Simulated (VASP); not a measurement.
# TiC (NiAs type) (P6_3/mmc) in VASP: single point with PBE

Aim: the single point of TiC (NiAs type) with PBE.

Program: VASP 6.6.1. These are calculated values, not measurements. Logs are shortened: lines on timing, memory, paths and dates and some standing lists are left out, and cuts for length are marked.

## (1) The cell of the first run

It takes space group P6_3/mmc (No. 194, hexagonal). The conventional cell has a = 2.955 Å, b = 2.955 Å, c = 5.270 Å, α = 90.00°, β = 90.00°, γ = 120.00°. Ti (site symmetry -3m) has 6 C at 2.16 Å and 2 Ti at 2.64 Å within 2.9 Å. C (site symmetry -6m2) has 6 Ti at 2.16 Å within 2.9 Å.

## (2) Single point, PBE

Input file INCAR:

```
PREC = Accurate ; ENCUT = 520
EDIFF = 1E-6 ; ISMEAR = -1
SIGMA = 0.08 ; LREAL = False
LASPH = True ; NELM = 100
ALGO = Normal ; ISIF = 2
LWAVE = False ; LCHARG = False
GGA = PE ; NBANDS = 24
```

Input file KPOINTS:

```
Automatic mesh
0
Gamma
  11 11 6
```

Input file POSCAR:

```
TiC
1.0
    2.9546757077      0.0000000000      0.0000000000
   -1.4773378539      2.5588242228      0.0000000000
    0.0000000000      0.0000000000      5.2703176437
Ti C
2 2
Direct
    0.0000000000      0.0000000000      0.0000000000
    0.0000000000      0.0000000000      0.5000000000
    0.3333333333      0.6666666667      0.2500000000
    0.6666666667      0.3333333333      0.7500000000
```

Potentials or basis: VASP PAW PBE potentials, release 64 (Ti_sv, C).

Command:

```
cat potpaw_PBE.64/Ti_sv/POTCAR potpaw_PBE.64/C/POTCAR > POTCAR
mpirun -np 1 vasp_std > vasp.out
```

OUTCAR:

```text
PREC = Accurate
   ENCUT = 520
   EDIFF = 1E-6
   ISMEAR = -1
   LREAL = False
   LASPH = True
   NELM = 100
   ISIF = 2
   GGA = PE

 ion  position               nearest neighbor table
   1  0.000  0.000  0.000-   3 2.16   4 2.16   4 2.16   3 2.16   4 2.16   3 2.16   2 2.64   2 2.64

   2  0.000  0.000  0.500-   3 2.16   4 2.16   4 2.16   3 2.16   4 2.16   3 2.16   1 2.64   1 2.64

   3  0.333  0.667  0.250-   1 2.16   2 2.16   1 2.16   2 2.16   1 2.16   2 2.16
   4  0.667  0.333  0.750-   1 2.16   2 2.16   1 2.16   2 2.16   1 2.16   2 2.16

  LATTYP: Found a hexagonal cell.
 ALAT       =     2.9546757077
 C/A-ratio  =     1.7837211813

  Lattice vectors:

 A1 = (   2.9546757077,   0.0000000000,   0.0000000000)
 A2 = (  -1.4773378539,   2.5588242228,   0.0000000000)
 A3 = (   0.0000000000,   0.0000000000,   5.2703176437)

Analysis of symmetry for initial positions (statically):
=====================================================================
 Subroutine PRICEL returns:
 Original cell was already a primitive cell.

 Routine SETGRP: Setting up the symmetry group for a
 hexagonal supercell.

 Subroutine GETGRP returns: Found 24 space group operations
 (whereof 12 operations were pure point group operations)
 out of a pool of 24 trial point group operations.

The static configuration has the point symmetry D_3d.
 The point group associated with its full space group is D_6h.

Analysis of symmetry for dynamics (positions and initial velocities):
=====================================================================
 Subroutine PRICEL returns:
 Original cell was already a primitive cell.

 Routine SETGRP: Setting up the symmetry group for a
 hexagonal supercell.

 Subroutine GETGRP returns: Found 24 space group operations
 (whereof 12 operations were pure point group operations)
 out of a pool of 24 trial point group operations.

The dynamic configuration has the point symmetry D_3d.
 The point group associated with its full space group is D_6h.

 Subroutine INISYM returns: Found 24 space group operations
 (whereof 12 operations are pure point group operations),
 and found     1 'primitive' translations

----------------------------------------------------------------------------------------

                                     Primitive cell

  volume of cell :      39.8462

  direct lattice vectors                    reciprocal lattice vectors
     2.954675708  0.000000000  0.000000000     0.338446618  0.195402246  0.000000000
    -1.477337854  2.558824223  0.000000000     0.000000000  0.390804492  0.000000000
     0.000000000  0.000000000  5.270317644     0.000000000  0.000000000  0.189741884

  length of vectors
     2.954675708  2.954675708  5.270317644     0.390804492  0.390804492  0.189741884

  position of ions in fractional coordinates (direct lattice)
     0.000000000  0.000000000  0.000000000
     0.000000000  0.000000000  0.500000000
     0.333333333  0.666666667  0.250000000
     0.666666667  0.333333333  0.750000000

  ion indices of the primitive-cell ions
   primitive index   ion index
                 1           1
                 2           2
                 3           3
                 4           4

----------------------------------------------------------------------------------------

 KPOINTS: Automatic mesh

Automatic generation of k-mesh.
 Grid dimensions read from file:
 generate k-points for:   11   11    6

 Generating k-lattice:

  Cartesian coordinates                     Fractional coordinates (reciprocal lattice)
     0.030767874  0.017763841  0.000000000     0.090909091 -0.000000000  0.000000000
     0.000000000  0.035527681  0.000000000     0.000000000  0.090909091  0.000000000
     0.000000000  0.000000000  0.031623647     0.000000000  0.000000000  0.166666667

  Length of vectors
     0.035527681  0.035527681  0.031623647

  Shift w.r.t. Gamma in fractional coordinates (k-lattice)
     0.000000000  0.000000000  0.000000000

 Subroutine IBZKPT returns following result:
 ===========================================

 Found     64 irreducible k-points:

 Following reciprocal coordinates:
            Coordinates               Weight
  0.000000  0.000000  0.000000      1.000000
  0.090909  0.000000  0.000000      6.000000
  0.181818  0.000000  0.000000      6.000000
  0.272727  0.000000  0.000000      6.000000
  0.363636  0.000000  0.000000      6.000000
  0.454545  0.000000  0.000000      6.000000
[... 16 lines left out ...]
  0.090909  0.090909  0.166667     12.000000
  0.181818  0.090909  0.166667     24.000000
 [... further k-points ...]
   k-points           NKPTS =     64   k-points in BZ     NKDIM =     64   number of bands    NBANDS=     24
   number of dos      NEDOS =    301   number of ions     NIONS =      4
   total plane-waves  NPLWV =  23040
   dimension x,y,z NGX =    24 NGY =   24 NGZ =   40
   dimension x,y,z NGXF=    48 NGYF=   48 NGZF=   80
   ions per type =               2   2
   NGX,Y,Z   is equivalent  to a cutoff of  13.50, 13.50, 12.62 a.u.
   NGXF,Y,Z  is equivalent  to a cutoff of  27.01, 27.01, 25.24 a.u.
 SYSTEM =  unknown system
   PREC   = accura    normal or accurate (medium, high low for compatibility)
   ISTART =      0    job   : 0-new  1-cont  2-samecut
   ICHARG =      2    charge: 1-file 2-atom 10-const
   ISPIN  =      1    spin polarized calculation?
   LNONCOLLINEAR =      F non collinear calculations
   LSORBIT =      F    spin-orbit coupling
   LASPH  =      T    aspherical Exc in radial PAW
   ENCUT  =  520.0 eV  38.22 Ry    6.18 a.u.   5.49  5.49  9.80*2*pi/ulx,y,z
   NELM   =    100;   NELMIN=  2; NELMDL= -5     # of ELM steps
   EDIFF  = 0.1E-05   stopping-criterion for ELM
   LREAL  =      F    real-space projection
   EDIFFG = 0.1E-04   stopping-criterion for IOM
   NSW    =      0    number of steps for IOM
   IBRION =     -1    ionic relax: 0-MD 1-quasi-New 2-CG
   NFREE  =      0    steps in history (QN), initial steepest desc. (CG)
   ISIF   =      2    stress and relaxation
   ISYM   =      2    0-nonsym 1-usesym 2-fastsym
   POTIM  = 0.5000    time-step for ionic-motion
   TEBEG  =    0.0;   TEEND  =   0.0 temperature during run
   PSTRESS=    0.0 pullay stress
   NELECT =      32.0000    total number of electrons
   NUPDOWN=      -1.0000    fix difference up-down
   EMIN   =  10.00;   EMAX   =-10.00  energy-range for DOS
   EFERMI =   0.00;   METHOD = LEGACY
   ISMEAR =    -1;   SIGMA  =   0.08  broadening in eV -4-tet -1-fermi 0-gaus
   EFERMI_NEDOS =   21; number of points for ismear=-14 and -15
   IALGO  =     38    algorithm
   IMIX   =      4    mixing-type and parameters
     AMIX     =   0.40;   BMIX     =  1.00
     AMIX_MAG =   1.60;   BMIX_MAG =  1.00
  volume/ion in A,a.u.               =       9.96        67.22
  Fermi-wavevector in a.u.,A,eV,Ry     =   1.521700  2.875597 31.505268  2.315572
  Thomas-Fermi vector in A             =   2.630380
   LORBIT       =      0    0 simple, 1 ext, 2 COOP (PROOUT), +10 PAW based schemes
   GGA     = PE    functional components
   LHFCALC =     F    Hartree Fock is set to
   AEXX    =    0.0000 exact exchange contribution
   IVDW    =     0    specifies the selected vdW correction
   LEPSILON=     F    determine dielectric tensor
   LRPA    =     F    only Hartree local field effects (RPA)
 non-spin polarized calculation
  energy-cutoff  :      520.00
  volume of cell :       39.85
 maximum number of plane-waves:      1100
 NGX is ok and might be reduce to    24
   NGX = 11   NGY = 11   NGZ = 19

 number of electron      31.9999996 magnetization

 Free energy of the ion-electron system (eV)
  ---------------------------------------------------
  ext. energy  EPLUGINS =         0.00000000
  ---------------------------------------------------
  free energy    TOTEN  =       -35.47490902 eV

  energy without entropy =      -35.45512075  energy(sigma->0) =      -35.46501489

 E-fermi :   9.4616     XC(G=0): -12.7516

 val. band max:        9.4526098842   @ k =   0.3636   0.0000   0.3333
 cond. band min:       9.4680772019   @ k =   0.4545   0.0000   0.3333
 fundamental gap:      0.0154673178
 Fermi energy:         9.4615915481

 k-point     1 :       0.0000    0.0000    0.0000
  band No.  band energies     occupation
      1     -46.9311      2.00000
      2     -46.8003      2.00000
      3     -23.5865      2.00000
      4     -22.9850      2.00000
      5     -22.9850      2.00000
      6     -22.8855      2.00000
[... 16 lines left out ...]
     23      13.1307      0.00000
     24      14.8294      0.00000

 k-point     2 :       0.0909    0.0000    0.0000
  band No.  band energies     occupation
      1     -46.9250      2.00000
      2     -46.7947      2.00000
      3     -23.5756      2.00000
      4     -23.0296      2.00000
      5     -22.9948      2.00000
      6     -22.9240      2.00000
[... 16 lines left out ...]
     23      13.4849      0.00000
     24      14.8177      0.00000

 k-point     3 :       0.1818    0.0000    0.0000
  band No.  band energies     occupation
      1     -46.9087      2.00000
      2     -46.7796      2.00000
      3     -23.5464      2.00000
      4     -23.1476      2.00000
      5     -23.0265      2.00000
      6     -23.0210      2.00000
[... 16 lines left out ...]
     23      14.5119      0.00000
     24      14.8516      0.00000

 k-point     4 :       0.2727    0.0000    0.0000
  band No.  band energies     occupation
      1     -46.8873      2.00000
      2     -46.7598      2.00000
      3     -23.5079      2.00000
      4     -23.2992      2.00000
      5     -23.1588      2.00000
      6     -23.0550      2.00000
[... 16 lines left out ...]
     23      14.5999      0.00000
     24      15.8404      0.00000

 k-point     5 :       0.3636    0.0000    0.0000
  band No.  band energies     occupation
      1     -46.8675      2.00000
      2     -46.7416      2.00000
      3     -23.4740      2.00000
      4     -23.4339      2.00000
      5     -23.2785      2.00000
      6     -23.0861      2.00000
[... 451 lines left out ...]
 k-point    22 :       0.4545    0.0000    0.1667
  band No.  band energies     occupation
      1     -46.8474      2.00000
      2     -46.7392      2.00000
      3     -23.5058      2.00000
      4     -23.3936      2.00000
      5     -23.3599      2.00000
      6     -23.0968      2.00000
[... 16 lines left out ...]
     23      14.0694      0.00000
     24      16.2291      0.00000

 k-point    23 :       0.0909    0.0909    0.1667
  band No.  band energies     occupation
      1     -46.9053      2.00000
      2     -46.7931      2.00000
      3     -23.4961      2.00000
      4     -23.1007      2.00000
      5     -23.0086      2.00000
      6     -22.9998      2.00000
[... 16 lines left out ...]
     23      14.2702      0.00000
     24      14.4532      0.00000

 k-point    24 :       0.1818    0.0909    0.1667
  band No.  band energies     occupation
      1     -46.8865      2.00000
      2     -46.7756      2.00000
      3     -23.4634      2.00000
      4     -23.2275      2.00000
      5     -23.1122      2.00000
      6     -23.0453      2.00000
[... 16 lines left out ...]
     23      14.4780      0.00000
     24      15.2681      0.00000

 [... further k-points ...]
[... 5 lines left out ...]
  --------------------------------------------------------------------------------------
  -------------------------------------------------------------------------------------
  Total        5.2254356      5.2254356      5.2219473     -0.0000000      0.0000000      0.0000000
  in kB      210.1096582    210.1096582    209.9693969     -0.0000000      0.0000000      0.0000000
  external PRESSURE =     210.0629044 kB  Pullay stress =       0.0000000 kB

 VOLUME and BASIS-vectors are now :
 -----------------------------------------------------------------------------
  energy-cutoff  :      520.00
  volume of cell :       39.85
      direct lattice vectors                 reciprocal lattice vectors
     2.954675708  0.000000000  0.000000000     0.338446618  0.195402246  0.000000000
    -1.477337854  2.558824223  0.000000000     0.000000000  0.390804492  0.000000000
     0.000000000  0.000000000  5.270317644     0.000000000  0.000000000  0.189741884

 POSITION                                       TOTAL-FORCE (eV/Angst)
 -----------------------------------------------------------------------------------
      0.00000      0.00000      0.00000        -0.000000      0.000000     -0.000000
      0.00000      0.00000      2.63516        -0.000000      0.000000     -0.000000
     -0.00000      1.70588      1.31758        -0.000000      0.000000      0.000000
      1.47734      0.85294      3.95274         0.000000     -0.000000     -0.000000
 -----------------------------------------------------------------------------------
    total drift:                               -0.000000      0.000000      0.000000

  FREE ENERGIE OF THE ION-ELECTRON SYSTEM (eV)
  ---------------------------------------------------
  free  energy   TOTEN  =       -35.4749090207 eV

  energy  without entropy=      -35.4551207497  energy(sigma->0) =      -35.46501489
```

Wall time 33 s (1 thread of Intel Xeon Platinum 8488C (Sapphire Rapids), shared host); peak memory 0.18 GiB.

Results:

```yaml
Free_energy: -35.4749 eV
Pressure: 21.0 GPa
Band_gap_on_the_k_mesh: zero (band 16 reaches 10.75 eV, above the bottom of band 17 at 9.36 eV)
```
